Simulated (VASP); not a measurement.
# C (C2/m) in VASP: notebook

C is run at these levels: PBE; tasks: single point.

Everything below comes from runs of VASP 6.6.1. Logs are shortened: lines on timing, memory, paths and dates and some standing lists are left out, and cuts for length are marked.

## (1) The cell of the first run

The structure is monoclinic, space group C2/m (No. 12). Conventional cell: a = 4.255 Å, b = 2.457 Å, c = 3.765 Å, α = 90.00°, β = 111.49°, γ = 90.00°. Within 1.9 Å of C (site symmetry m) lie 3 C at 1.42 Å.

## (2) Single point, PBE

The input, INCAR:

```
SYSTEM = C
  PREC = Accurate
  ENCUT = 520
  EDIFF = 1E-6
  ISMEAR = 0
  SIGMA = 0.025
  LREAL = .FALSE.
  LASPH = .TRUE.
  NELM = 100
  ALGO = Normal
  ISIF = 2
  LWAVE = .FALSE.
  LCHARG = .FALSE.
  GGA = PE
  NBANDS = 11
```

The input, KPOINTS:

```
regular mesh
0
G
  13 13 8
  0 0 0
```

The input, POSCAR:

```
C
1.0
    2.1273203072     -1.2282824400      0.0000000000
    2.1273203072      1.2282824400      0.0000000000
   -1.3790696309      0.0000000000      3.5028300786
C
2
Direct
    0.1666444700      0.1666444700      0.9999069600
    0.8333555300      0.8333555300      0.0000930400
```

Potentials or basis: VASP PAW PBE potentials, release 64 (C).

On the command line:

```console
cat potpaw_PBE.64/C/POTCAR > POTCAR
mpirun -np 1 vasp_std > vasp.out
```

OUTCAR:

```text
SYSTEM = C
   PREC = Accurate
   ENCUT = 520
   EDIFF = 1E-6
   ISMEAR = 0
   LREAL = .FALSE.
   LASPH = .TRUE.
   NELM = 100
   ISIF = 2
   GGA = PE

 ion  position               nearest neighbor table
   1  0.167  0.167  1.000-   2 1.42   2 1.42   2 1.42
   2  0.833  0.833  0.000-   1 1.42   1 1.42   1 1.42

  LATTYP: Found a base centered monoclinic cell.
 ALAT       =     4.2546406144
 B/A-ratio  =     0.5773848141
 C/A-ratio  =     0.8848045598
 COS(beta)  =    -0.3663329314

  Lattice vectors:

 A1 = (   2.1273203072,  -1.2282824400,   0.0000000000)
 A2 = (   2.1273203072,   1.2282824400,   0.0000000000)
 A3 = (  -1.3790696309,   0.0000000000,   3.5028300786)

Analysis of symmetry for initial positions (statically):
=====================================================================
 Subroutine PRICEL returns:
 Original cell was already a primitive cell.

 Routine SETGRP: Setting up the symmetry group for a
 base centered monoclinic supercell.

 Subroutine GETGRP returns: Found  4 space group operations
 (whereof  4 operations were pure point group operations)
 out of a pool of  4 trial point group operations.

The static configuration has the point symmetry C_2h.

Analysis of symmetry for dynamics (positions and initial velocities):
=====================================================================
 Subroutine PRICEL returns:
 Original cell was already a primitive cell.

 Routine SETGRP: Setting up the symmetry group for a
 base centered monoclinic supercell.

 Subroutine GETGRP returns: Found  4 space group operations
 (whereof  4 operations were pure point group operations)
 out of a pool of  4 trial point group operations.

The dynamic configuration has the point symmetry C_2h.

 Subroutine INISYM returns: Found  4 space group operations
 (whereof  4 operations are pure point group operations),
 and found     1 'primitive' translations

----------------------------------------------------------------------------------------

                                     Primitive cell

  volume of cell :      18.3054

  direct lattice vectors                    reciprocal lattice vectors
[... 84 lines left out ...]
   LASPH  =      T    aspherical Exc in radial PAW
   ENCUT  =  520.0 eV  38.22 Ry    6.18 a.u.   4.57  4.57  7.00*2*pi/ulx,y,z
   NELM   =    100;   NELMIN=  2; NELMDL= -5     # of ELM steps
   EDIFF  = 0.1E-05   stopping-criterion for ELM
   LREAL  =      F    real-space projection
   EDIFFG = 0.1E-04   stopping-criterion for IOM
   NSW    =      0    number of steps for IOM
   IBRION =     -1    ionic relax: 0-MD 1-quasi-New 2-CG
   NFREE  =      0    steps in history (QN), initial steepest desc. (CG)
   ISIF   =      2    stress and relaxation
   ISYM   =      2    0-nonsym 1-usesym 2-fastsym
   POTIM  = 0.5000    time-step for ionic-motion
   TEBEG  =    0.0;   TEEND  =   0.0 temperature during run
   PSTRESS=    0.0 pullay stress
   NELECT =       8.0000    total number of electrons
   NUPDOWN=      -1.0000    fix difference up-down
   EMIN   =  10.00;   EMAX   =-10.00  energy-range for DOS
   EFERMI =   0.00;   METHOD = LEGACY
   ISMEAR =     0;   SIGMA  =   0.03  broadening in eV -4-tet -1-fermi 0-gaus
   EFERMI_NEDOS =   21; number of points for ismear=-14 and -15
   IALGO  =     38    algorithm
   IMIX   =      4    mixing-type and parameters
     AMIX     =   0.40;   BMIX     =  1.00
     AMIX_MAG =   1.60;   BMIX_MAG =  1.00
  volume/ion in A,a.u.               =       9.15        61.77
  Fermi-wavevector in a.u.,A,eV,Ry     =   1.242352  2.347705 20.999765  1.543439
  Thomas-Fermi vector in A             =   2.376710
   LORBIT       =      0    0 simple, 1 ext, 2 COOP (PROOUT), +10 PAW based schemes
   GGA     = PE    functional components
   LHFCALC =     F    Hartree Fock is set to
   AEXX    =    0.0000 exact exchange contribution
   IVDW    =     0    specifies the selected vdW correction
   LEPSILON=     F    determine dielectric tensor
   LRPA    =     F    only Hartree local field effects (RPA)
 non-spin polarized calculation
 Gauss-broadening in eV      SIGMA  =   0.03
  energy-cutoff  :      520.00
  volume of cell :       18.31
 maximum number of plane-waves:       506
   NGX =  9   NGY =  9   NGZ = 13

 number of electron       8.0000000 magnetization

 Free energy of the ion-electron system (eV)
  ---------------------------------------------------
  ext. energy  EPLUGINS =         0.00000000
  ---------------------------------------------------
  free energy    TOTEN  =       -18.43458006 eV

  energy without entropy =      -18.43458006  energy(sigma->0) =      -18.43458006

 E-fermi :   4.1878     XC(G=0): -10.0462

 val. band max:        3.9829865307   @ k =  -0.3077   0.3077   0.0000
 cond. band min:       4.9123502666   @ k =  -0.3077   0.3846   0.3750
 fundamental gap:      0.9293637359
 Fermi energy:         4.1877803065

 k-point     1 :       0.0000    0.0000    0.0000
  band No.  band energies     occupation
      1     -15.3283      2.00000
      2      -2.4777      2.00000
      3       1.3604      2.00000
      4       1.3639      2.00000
      5       8.2877      0.00000
      6      12.7934      0.00000
      7      12.7955      0.00000
      8      15.8825      0.00000
      9      17.2192      0.00000
     10      27.1841      0.00000
     11      28.5771      0.00000
[... 309 lines left out ...]
 k-point    24 :       0.4615    0.1538    0.0000
  band No.  band energies     occupation
      1     -11.4135      2.00000
      2      -6.3854      2.00000
      3      -3.2828      2.00000
      4       1.2585      2.00000
      5       7.8441      0.00000
      6      14.0994      0.00000
      7      14.5827      0.00000
      8      17.9887      0.00000
      9      19.3994      0.00000
     10      22.7519      0.00000
     11      26.8750      0.00000

 [... further k-points ...]
[... 5 lines left out ...]
  --------------------------------------------------------------------------------------
  -------------------------------------------------------------------------------------
  Total        0.6092314      0.6007191      0.2397671      0.0000000      0.0000000     -0.0033881
  in kB       53.3227653     52.5777309     20.9855280      0.0000000      0.0000000     -0.2965391
  external PRESSURE =      42.2953414 kB  Pullay stress =       0.0000000 kB

 VOLUME and BASIS-vectors are now :
 -----------------------------------------------------------------------------
  energy-cutoff  :      520.00
  volume of cell :       18.31
      direct lattice vectors                 reciprocal lattice vectors
     2.127320307 -1.228282440  0.000000000     0.235037478 -0.407072497  0.092534619
     2.127320307  1.228282440  0.000000000     0.235037478  0.407072497  0.092534619
    -1.379069631  0.000000000  3.502830079     0.000000000  0.000000000  0.285483446

 POSITION                                       TOTAL-FORCE (eV/Angst)
 -----------------------------------------------------------------------------------
     -0.66993      0.00000      3.50250        -0.002285      0.000000      0.003849
      3.54550      0.00000      0.00033         0.002285      0.000000     -0.003849
 -----------------------------------------------------------------------------------
    total drift:                               -0.000000     -0.000000      0.000000

  FREE ENERGIE OF THE ION-ELECTRON SYSTEM (eV)
  ---------------------------------------------------
  free  energy   TOTEN  =       -18.4345800633 eV

  energy  without entropy=      -18.4345800633  energy(sigma->0) =      -18.43458006
```

OSZICAR:

```text
N       E                     dE             d eps       ncg     rms          rms(c)
DAV:   1     0.866377049203E+00    0.86638E+00   -0.40985E+03  8306   0.646E+02
DAV:   2    -0.192182462675E+02   -0.20085E+02   -0.19355E+02 10887   0.119E+02
DAV:   3    -0.196718337872E+02   -0.45359E+00   -0.45275E+00 10197   0.147E+01
DAV:   4    -0.196736312682E+02   -0.17975E-02   -0.17973E-02  9643   0.114E+00
DAV:   5    -0.196736392586E+02   -0.79903E-05   -0.79902E-05 10414   0.680E-02    0.640E+00
DAV:   6    -0.187323063546E+02    0.94133E+00   -0.78743E-01  9566   0.516E+00    0.373E+00
DAV:   7    -0.184305000655E+02    0.30181E+00   -0.90850E-01  9850   0.558E+00    0.106E+00
DAV:   8    -0.184347654373E+02   -0.42654E-02   -0.22749E-02  9120   0.951E-01    0.131E-01
DAV:   9    -0.184344949950E+02    0.27044E-03   -0.65065E-04  9968   0.161E-01    0.617E-02
DAV:  10    -0.184345799542E+02   -0.84959E-04   -0.18468E-04  9271   0.931E-02    0.311E-02
DAV:  11    -0.184345800633E+02   -0.10917E-06   -0.85315E-06  9998   0.170E-02
   1 F= -.18434580E+02 E0= -.18434580E+02  d E =-.150031E-33
```

Wall time 43 s (1 thread of Intel Xeon 6975P-C, shared host); peak memory 0.17 GiB.

Results:

```
Free energy            : -18.4346 eV
Pressure               : 4.2 GPa
Largest force          : 0.004 eV/Å
Band gap on the k mesh : 0.93 eV, indirect (least direct gap 0.94 eV)
```

Forces in eV/Å, atoms in the order of the input:
```
C   -0.002  0.000  0.004
C    0.002  0.000 -0.004
```

Caveat: this functional lacks dispersion, which binds the layers, so the pressure and a relaxed spacing across them are unreliable.

## (3) Single point, PBE

The input, INCAR:

```
PREC = Accurate
ENCUT = 520
EDIFF = 1E-6
ISMEAR = 0
SIGMA = 0.027000000000000003
LREAL = False
LASPH = True
NELM = 100
ALGO = Normal
ISIF = 2
LWAVE = False
LCHARG = False
GGA = PE
NBANDS = 11
```

The input, KPOINTS:

```
regular mesh
0
Gamma
  13 13 8
```

POSCAR is that of step 2.

Potentials or basis: VASP PAW PBE potentials, release 64 (C).

On the command line:

```console
cat potpaw_PBE.64/C/POTCAR > POTCAR
mpirun -np 1 vasp_std > vasp.out
```

It took 40 s on 1 thread of Intel Xeon 6975P-C, shared host; peak memory 0.17 GiB.

Results (log left out):

| Property | Result |
| --- | --- |
| Free energy | -18.4346 eV |
| Pressure | 4.2 GPa |
| Largest force | 0.004 eV/Å |
| Band gap on the k mesh | 0.93 eV, indirect (least direct gap 0.94 eV) |

Forces in eV/Å, atoms in the order of the input:
```
C   -0.002  0.000  0.004
C    0.002  0.000 -0.004
```

Stress tensor (GPa, compression positive):
```
 5.33  0.00 -0.03
 0.00  5.26  0.00
-0.03  0.00  2.10
```

Levels at points of the mesh, in eV from the valence-band top:
```
           k point  band 1  band 2  band 3  band 4  band 5  band 6  band 7  band 8  band 9
(0.00, 0.00, 0.00)  -19.31   -6.46   -2.62   -2.62    4.30    8.81    8.81   11.90   13.24
(0.00, 0.00, 0.50)  -19.10   -8.03   -2.63   -2.63    8.77    8.78    9.93   12.05   13.09
```

Caveat: this functional lacks dispersion, which binds the layers, so the pressure and a relaxed spacing across them are unreliable.
